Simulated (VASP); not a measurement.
# Nb5O (P6/mmm) in VASP: notebook

The runs below take Nb5O through single point, relaxation of cell and atoms, with PBE.

Everything below comes from runs of VASP 6.6.1. Logs are shortened: lines on timing, memory, paths and dates and some standing lists are left out, and cuts for length are marked.

**1. The cell of the first run**

Symmetry: P6/mmm, No. 191, hexagonal system. The conventional cell has a = 4.691 Å, b = 4.691 Å, c = 5.315 Å, α = 90.00°, β = 90.00°, γ = 120.00°. Within 3.4 Å of Nb (site symmetry 3m) lie 8 Nb at 2.58 to 3.00 Å and 3 O at 3.03 Å. Nb (site symmetry 6/mmm) has 2 O at 2.66 Å and 12 Nb at 3.00 Å within 3.5 Å. O (site symmetry 6/mmm) has 14 Nb at 2.66 to 3.03 Å within 3.5 Å.

The cell was built from a structure type or drawn by symmetry, and may not be a known phase.

**2. Single point, PBE**

Input file INCAR:

```
PREC     = Accurate       # precision mode
ENCUT    = 520            # plane-wave cutoff, eV
EDIFF    = 1E-7           # SCF threshold, eV
ISMEAR   = 0              # smearing method
SIGMA    = 0.1            # smearing width, eV
LREAL    = F              # projectors in reciprocal space
LASPH    = T              # aspherical terms in the spheres
NELM     = 100            # most SCF steps
ALGO     = Normal         # electronic algorithm
ISIF     = 2              # what is computed and relaxed
LWAVE    = F              # write WAVECAR
LCHARG   = F              # write CHGCAR
GGA      = PE             # functional
NBANDS   = 44             # bands
```

Input file KPOINTS:

```
Automatic mesh
0
Gamma
  6 6 4
```

Input file POSCAR:

```
Nb5O
1.0
    4.6905162116      0.0000000000      0.0000000000
   -2.3452581058      4.0621061961      0.0000000000
    0.0000000000      0.0000000000      5.3152537174
Nb O
5 1
Direct
    0.3333333333      0.6666666667      0.2571531988
    0.3333333333      0.6666666667      0.7428468012
    0.6666666667      0.3333333333      0.7428468012
    0.6666666667      0.3333333333      0.2571531988
    0.0000000000      0.0000000000      0.5000000000
    0.0000000000      0.0000000000      0.0000000000
```

Potentials or basis: VASP PAW PBE potentials, release 64 (Nb_sv, O).

On the command line:

```bash
cat potpaw_PBE.64/Nb_sv/POTCAR potpaw_PBE.64/O/POTCAR > POTCAR
mpirun -np 1 vasp_std > vasp.out
```

OUTCAR:

```text
PREC = Accurate
   ENCUT = 520
   EDIFF = 1E-7
   ISMEAR = 0
   LREAL = F
   LASPH = T
   NELM = 100
   ISIF = 2
   GGA = PE

 ion  position               nearest neighbor table
   1  0.333  0.667  0.257-   2 2.58   4 2.71   4 2.71   4 2.71   2 2.73   5 3.00   5 3.00   5 3.00

   2  0.333  0.667  0.743-   1 2.58   3 2.71   3 2.71   3 2.71   1 2.73   5 3.00   5 3.00   5 3.00

   3  0.667  0.333  0.743-   4 2.58   2 2.71   2 2.71   2 2.71   4 2.73   5 3.00   5 3.00   5 3.00

   4  0.667  0.333  0.257-   3 2.58   1 2.71   1 2.71   1 2.71   3 2.73   5 3.00   5 3.00   5 3.00

   5  0.000  0.000  0.500-   1 3.00   2 3.00   3 3.00   4 3.00   1 3.00   2 3.00   3 3.00   4 3.00
                             3 3.00   4 3.00   1 3.00   2 3.00
   6  0.000  0.000  0.000-

  LATTYP: Found a hexagonal cell.
 ALAT       =     4.6905162116
 C/A-ratio  =     1.1331916313

  Lattice vectors:

 A1 = (   4.6905162116,   0.0000000000,   0.0000000000)
 A2 = (  -2.3452581058,   4.0621061961,   0.0000000000)
 A3 = (   0.0000000000,   0.0000000000,   5.3152537174)

Analysis of symmetry for initial positions (statically):
=====================================================================
 Subroutine PRICEL returns:
 Original cell was already a primitive cell.

 Routine SETGRP: Setting up the symmetry group for a
 hexagonal supercell.

 Subroutine GETGRP returns: Found 24 space group operations
 (whereof 24 operations were pure point group operations)
 out of a pool of 24 trial point group operations.

The static configuration has the point symmetry D_6h.

Analysis of symmetry for dynamics (positions and initial velocities):
=====================================================================
 Subroutine PRICEL returns:
 Original cell was already a primitive cell.

 Routine SETGRP: Setting up the symmetry group for a
 hexagonal supercell.

 Subroutine GETGRP returns: Found 24 space group operations
 (whereof 24 operations were pure point group operations)
 out of a pool of 24 trial point group operations.

The dynamic configuration has the point symmetry D_6h.

 Subroutine INISYM returns: Found 24 space group operations
 (whereof 24 operations are pure point group operations),
 and found     1 'primitive' translations

----------------------------------------------------------------------------------------

                                     Primitive cell

  volume of cell :     101.2735

  direct lattice vectors                    reciprocal lattice vectors
     4.690516212  0.000000000  0.000000000     0.213196150  0.123088855  0.000000000
    -2.345258106  4.062106196  0.000000000     0.000000000  0.246177710  0.000000000
     0.000000000  0.000000000  5.315253717     0.000000000  0.000000000  0.188137774

  length of vectors
     4.690516212  4.690516212  5.315253717     0.246177710  0.246177710  0.188137774

  position of ions in fractional coordinates (direct lattice)
     0.333333333  0.666666667  0.257153199
     0.333333333  0.666666667  0.742846801
     0.666666667  0.333333333  0.742846801
     0.666666667  0.333333333  0.257153199
     0.000000000  0.000000000  0.500000000
     0.000000000  0.000000000  0.000000000

  ion indices of the primitive-cell ions
   primitive index   ion index
                 1           1
                 2           2
                 3           3
                 4           4
                 5           5
                 6           6

----------------------------------------------------------------------------------------

 KPOINTS: Automatic mesh

Automatic generation of k-mesh.
 Grid dimensions read from file:
 generate k-points for:    6    6    4

 Generating k-lattice:

  Cartesian coordinates                     Fractional coordinates (reciprocal lattice)
     0.035532692  0.020514809  0.000000000     0.166666667  0.000000000  0.000000000
     0.000000000  0.041029618  0.000000000     0.000000000  0.166666667  0.000000000
     0.000000000  0.000000000  0.047034443     0.000000000  0.000000000  0.250000000

  Length of vectors
     0.041029618  0.041029618  0.047034443

  Shift w.r.t. Gamma in fractional coordinates (k-lattice)
     0.000000000  0.000000000  0.000000000

 Subroutine IBZKPT returns following result:
 ===========================================

 Found     21 irreducible k-points:

 Following reciprocal coordinates:
            Coordinates               Weight
  0.000000  0.000000  0.000000      1.000000
  0.166667  0.000000  0.000000      6.000000
  0.333333  0.000000  0.000000      6.000000
  0.500000  0.000000  0.000000      3.000000
  0.166667  0.166667  0.000000      6.000000
  0.333333  0.166667  0.000000     12.000000
[... 13 lines left out ...]
  0.333333  0.166667  0.500000     12.000000
  0.333333  0.333333  0.500000      2.000000
   k-points           NKPTS =     21   k-points in BZ     NKDIM =     21   number of bands    NBANDS=     44
   number of dos      NEDOS =    301   number of ions     NIONS =      6
   total plane-waves  NPLWV =  51840
   dimension x,y,z NGX =    36 NGY =   36 NGZ =   40
   dimension x,y,z NGXF=    72 NGYF=   72 NGZF=   80
   ions per type =               5   1
   NGX,Y,Z   is equivalent  to a cutoff of  12.76, 12.76, 12.51 a.u.
   NGXF,Y,Z  is equivalent  to a cutoff of  25.52, 25.52, 25.02 a.u.
 SYSTEM =  unknown system
   PREC   = accura    normal or accurate (medium, high low for compatibility)
   ISTART =      0    job   : 0-new  1-cont  2-samecut
   ICHARG =      2    charge: 1-file 2-atom 10-const
   ISPIN  =      1    spin polarized calculation?
   LNONCOLLINEAR =      F non collinear calculations
   LSORBIT =      F    spin-orbit coupling
   LASPH  =      T    aspherical Exc in radial PAW
   ENCUT  =  520.0 eV  38.22 Ry    6.18 a.u.   8.72  8.72  9.88*2*pi/ulx,y,z
   NELM   =    100;   NELMIN=  2; NELMDL= -5     # of ELM steps
   EDIFF  = 0.1E-06   stopping-criterion for ELM
   LREAL  =      F    real-space projection
   EDIFFG = 0.1E-05   stopping-criterion for IOM
   NSW    =      0    number of steps for IOM
   IBRION =     -1    ionic relax: 0-MD 1-quasi-New 2-CG
   NFREE  =      0    steps in history (QN), initial steepest desc. (CG)
   ISIF   =      2    stress and relaxation
   ISYM   =      2    0-nonsym 1-usesym 2-fastsym
   POTIM  = 0.5000    time-step for ionic-motion
   TEBEG  =    0.0;   TEEND  =   0.0 temperature during run
   PSTRESS=    0.0 pullay stress
   NELECT =      71.0000    total number of electrons
   NUPDOWN=      -1.0000    fix difference up-down
   EMIN   =  10.00;   EMAX   =-10.00  energy-range for DOS
   EFERMI =   0.00;   METHOD = LEGACY
   ISMEAR =     0;   SIGMA  =   0.10  broadening in eV -4-tet -1-fermi 0-gaus
   EFERMI_NEDOS =   21; number of points for ismear=-14 and -15
   IALGO  =     38    algorithm
   IMIX   =      4    mixing-type and parameters
     AMIX     =   0.40;   BMIX     =  1.00
     AMIX_MAG =   1.60;   BMIX_MAG =  1.00
  volume/ion in A,a.u.               =      16.88       113.90
  Fermi-wavevector in a.u.,A,eV,Ry     =   1.454328  2.748281 28.777266  2.115069
  Thomas-Fermi vector in A             =   2.571491
   LORBIT       =      0    0 simple, 1 ext, 2 COOP (PROOUT), +10 PAW based schemes
   GGA     = PE    functional components
   LHFCALC =     F    Hartree Fock is set to
   AEXX    =    0.0000 exact exchange contribution
   IVDW    =     0    specifies the selected vdW correction
   LEPSILON=     F    determine dielectric tensor
   LRPA    =     F    only Hartree local field effects (RPA)
 non-spin polarized calculation
 Gauss-broadening in eV      SIGMA  =   0.10
  energy-cutoff  :      520.00
  volume of cell :      101.27
 maximum number of plane-waves:      2756
 NGX is ok and might be reduce to    36
   NGX = 17   NGY = 17   NGZ = 19

 number of electron      70.9999990 magnetization

 Free energy of the ion-electron system (eV)
  ---------------------------------------------------
  ext. energy  EPLUGINS =         0.00000000
  ---------------------------------------------------
  free energy    TOTEN  =       -53.60569940 eV

  energy without entropy =      -53.57812620  energy(sigma->0) =      -53.59191280

 E-fermi :  10.5560     XC(G=0): -12.1794

 val. band max:       10.5455237922   @ k =   0.1667   0.0000   0.2500
 cond. band min:      10.5688385867   @ k =   0.1667   0.0000   0.5000
 fundamental gap:      0.0233147945
 Fermi energy:        10.5560191366

 k-point     1 :       0.0000    0.0000    0.0000
  band No.  band energies     occupation
      1     -44.4982      2.00000
      2     -44.2022      2.00000
      3     -43.9866      2.00000
      4     -43.9412      2.00000
      5     -43.7066      2.00000
      6     -21.1367      2.00000
[... 36 lines left out ...]
     43      12.0105      0.00000
     44      13.2492      0.00000

 k-point     2 :       0.1667    0.0000    0.0000
  band No.  band energies     occupation
      1     -44.4907      2.00000
      2     -44.1931      2.00000
      3     -43.9704      2.00000
      4     -43.9589      2.00000
      5     -43.7235      2.00000
      6     -21.1427      2.00000
[... 36 lines left out ...]
     43      12.5022      0.00000
     44      13.1278      0.00000

 k-point     3 :       0.3333    0.0000    0.0000
  band No.  band energies     occupation
      1     -44.4765      2.00000
      2     -44.1645      2.00000
      3     -44.0038      2.00000
      4     -43.9284      2.00000
      5     -43.7668      2.00000
      6     -21.1401      2.00000
[... 36 lines left out ...]
     43      13.0761      0.00000
     44      13.2428      0.00000

 k-point     4 :       0.5000    0.0000    0.0000
  band No.  band energies     occupation
      1     -44.4699      2.00000
      2     -44.1379      2.00000
      3     -44.0380      2.00000
      4     -43.8946      2.00000
      5     -43.8013      2.00000
      6     -21.1252      2.00000
[... 741 lines left out ...]
     43      12.7335      0.00000
     44      12.8403      0.00000

 k-point    20 :       0.3333    0.1667    0.5000
  band No.  band energies     occupation
      1     -44.4698      2.00000
      2     -44.0500      2.00000
      3     -43.9841      2.00000
      4     -43.9552      2.00000
      5     -43.8891      2.00000
      6     -20.8914      2.00000
[... 36 lines left out ...]
     43      12.5918      0.00000
     44      12.7849      0.00000

 k-point    21 :       0.3333    0.3333    0.5000
  band No.  band energies     occupation
      1     -44.4677      2.00000
      2     -44.0039      2.00000
      3     -44.0039      2.00000
      4     -43.9368      2.00000
      5     -43.9368      2.00000
      6     -20.9313      2.00000
[... 36 lines left out ...]
     43      13.0323      0.00000
     44      13.2514      0.00000

------------------------ aborting loop because EDIFF is reached ----------------------------------------

  FORCE on cell =-STRESS in cart. coord.  units (eV):
  Direction    XX          YY          ZZ          XY          YZ          ZX
  --------------------------------------------------------------------------------------
  -------------------------------------------------------------------------------------
  Total       -0.0635330     -0.0635330      0.0514584      0.0000000      0.0000000      0.0000000
  in kB       -1.0051118     -1.0051118      0.8140877      0.0000000      0.0000000      0.0000000
  external PRESSURE =      -0.3987120 kB  Pullay stress =       0.0000000 kB

 VOLUME and BASIS-vectors are now :
 -----------------------------------------------------------------------------
  energy-cutoff  :      520.00
  volume of cell :      101.27
      direct lattice vectors                 reciprocal lattice vectors
     4.690516212  0.000000000  0.000000000     0.213196150  0.123088855  0.000000000
    -2.345258106  4.062106196  0.000000000     0.000000000  0.246177710  0.000000000
     0.000000000  0.000000000  5.315253717     0.000000000  0.000000000  0.188137774

 POSITION                                       TOTAL-FORCE (eV/Angst)
 -----------------------------------------------------------------------------------
     -0.00000      2.70807      1.36683         0.000000      0.000000      0.032330
     -0.00000      2.70807      3.94842        -0.000000      0.000000     -0.032330
      2.34526      1.35404      3.94842        -0.000000     -0.000000     -0.032330
      2.34526      1.35404      1.36683        -0.000000      0.000000      0.032330
      0.00000      0.00000      2.65763         0.000000      0.000000     -0.000000
      0.00000      0.00000      0.00000         0.000000      0.000000     -0.000000
 -----------------------------------------------------------------------------------
    total drift:                                0.000000     -0.000000      0.000000

  FREE ENERGIE OF THE ION-ELECTRON SYSTEM (eV)
  ---------------------------------------------------
  free  energy   TOTEN  =       -53.6056993965 eV

  energy  without entropy=      -53.5781261954  energy(sigma->0) =      -53.59191280
```

Wall time 46 s (1 thread of Intel Xeon 6975P-C (Granite Rapids), shared host); peak memory 0.24 GiB.

Results:

| Quantity | Value |
| --- | --- |
| Free energy | -53.6057 eV |
| Pressure | 0.0 GPa |
| Largest force | 0.032 eV/Å |
| Band gap on the k mesh | zero (an odd number of electrons rules out a gap without spin polarisation) |

Forces in eV/Å, atoms in the order of the input:
```
Nb   0.000  0.000  0.032
Nb   0.000  0.000 -0.032
Nb   0.000  0.000 -0.032
Nb   0.000  0.000  0.032
Nb   0.000  0.000  0.000
O    0.000  0.000  0.000
```

Stress tensor (GPa, compression positive):
```
-0.10  0.00  0.00
 0.00 -0.10  0.00
 0.00  0.00  0.08
```

Caveat: an odd number of electrons without spin polarisation forces a metal; a magnetic or distorted state may lie lower.

**3. Relaxation of cell and atoms, PBE**

Input file INCAR:

```
ALGO     = Normal         # electronic algorithm
EDIFF    = 1E-6           # SCF threshold, eV
EDIFFG   = -0.04          # ionic threshold
ENCUT    = 600            # plane-wave cutoff, eV
GGA      = PE             # functional
IBRION   = 2              # ionic algorithm
ISIF     = 3              # what is computed and relaxed
ISMEAR   = 0              # smearing method
LASPH    = T              # aspherical terms in the spheres
LCHARG   = F              # write CHGCAR
LREAL    = F              # projectors in reciprocal space
LWAVE    = F              # write WAVECAR
NELM     = 80             # most SCF steps
NSW      = 90             # ionic steps
PREC     = Accurate       # precision mode
SIGMA    = 0.1            # smearing width, eV
```

Input file KPOINTS:

```
k-points
0
Gamma
  6 6 4
```

Input file POSCAR:

```
Nb5O
1.0
    4.7177022156      0.0000000000      0.0000000000
   -2.3588511078      4.0856499662      0.0000000000
    0.0000000000      0.0000000000      5.2599889743
Nb O
5 1
Direct
    0.3333333333      0.6666666667      0.2577598096
    0.3333333333      0.6666666667      0.7422401904
    0.6666666667      0.3333333333      0.7422401904
    0.6666666667      0.3333333333      0.2577598096
    0.0000000000      0.0000000000      0.5000000000
    0.0000000000      0.0000000000      0.0000000000
```

Potentials or basis: VASP PAW PBE potentials, release 64 (Nb_sv, O).

On the command line:

```bash
cat potpaw_PBE.64/Nb_sv/POTCAR potpaw_PBE.64/O/POTCAR > POTCAR
mpirun -np 1 vasp_std > vasp.out
```

Wall time 3.2 min (1 thread of Intel Xeon 6975P-C (Granite Rapids), shared host); peak memory 0.3 GiB.

Results (log left out):

```
Free energy                           : -53.6070 eV
Relaxed volume                        : 16.86 Å³/atom
Relaxed cell                          : a = 4.687 Å, b = 4.687 Å, c = 5.316 Å, α = 90.00°, β = 90.00°, γ = 120.00°
Space group after relaxing (to 0.1 Å) : P6/mmm (No. 191)
Energy gained by relaxing             : 1.9 meV/atom
Ionic steps                           : 5
Pressure after relaxing               : 0.1 GPa
Largest force after relaxing          : 0.028 eV/Å
Band gap on the k mesh                : zero (an odd number of electrons rules out a gap without spin polarisation)
```

Forces in eV/Å, atoms in the order of the input:
```
Nb   0.000  0.000  0.028
Nb   0.000  0.000 -0.028
Nb   0.000  0.000 -0.028
Nb   0.000  0.000  0.028
Nb   0.000  0.000  0.000
O    0.000  0.000  0.000
```

Step by step:
```
step  energy change (eV)  largest force (eV/Å)  pressure (GPa)  volume (Å³)
   1              0.0000                0.1062            0.08       101.39
   2             -0.0102                0.0938           -0.41       101.50
   3             -0.0102                0.0924           -0.42       101.50
   4             -0.0104                0.0280            0.61       100.87
   5             -0.0111                0.0282            0.14       101.16
```

Final structure:
```cif
data_structure
_symmetry_space_group_name_H-M 'P 1'
_symmetry_Int_Tables_number 1
_cell_length_a 4.6875
_cell_length_b 4.6875
_cell_length_c 5.3162
_cell_angle_alpha 90.000
_cell_angle_beta 90.000
_cell_angle_gamma 120.000
_cell_volume 101.16
loop_
_atom_site_label
_atom_site_type_symbol
_atom_site_fract_x
_atom_site_fract_y
_atom_site_fract_z
_atom_site_occupancy
Nb1 Nb 0.33333 0.66667 0.25715 1
Nb2 Nb 0.33333 0.66667 0.74285 1
Nb3 Nb 0.66667 0.33333 0.74285 1
Nb4 Nb 0.66667 0.33333 0.25715 1
Nb5 Nb 0.00000 0.00000 0.50000 1
O1 O 0.00000 0.00000 0.00000 1
```

Levels at points of the mesh, in eV from the Fermi level:
```tsv
k point	band 33	band 34	band 35	band 36	band 37	band 38	band 39	band 40
(0.00, 0.00, 0.00)	-0.63	-0.51	-0.51	-0.37	0.21	1.02	1.02	1.46
(0.50, 0.00, 0.00)	-1.39	-1.29	-0.91	-0.67	-0.07	1.08	1.45	1.57
(0.00, 0.00, 0.50)	-0.80	-0.80	-0.59	-0.49	0.56	0.56	1.03	1.03
(0.50, 0.00, 0.50)	-1.17	-1.00	-0.37	0.46	0.49	0.60	1.10	1.24
```

Caveat: an odd number of electrons without spin polarisation forces a metal; a magnetic or distorted state may lie lower.

(Part 1 of 2 ends here.)
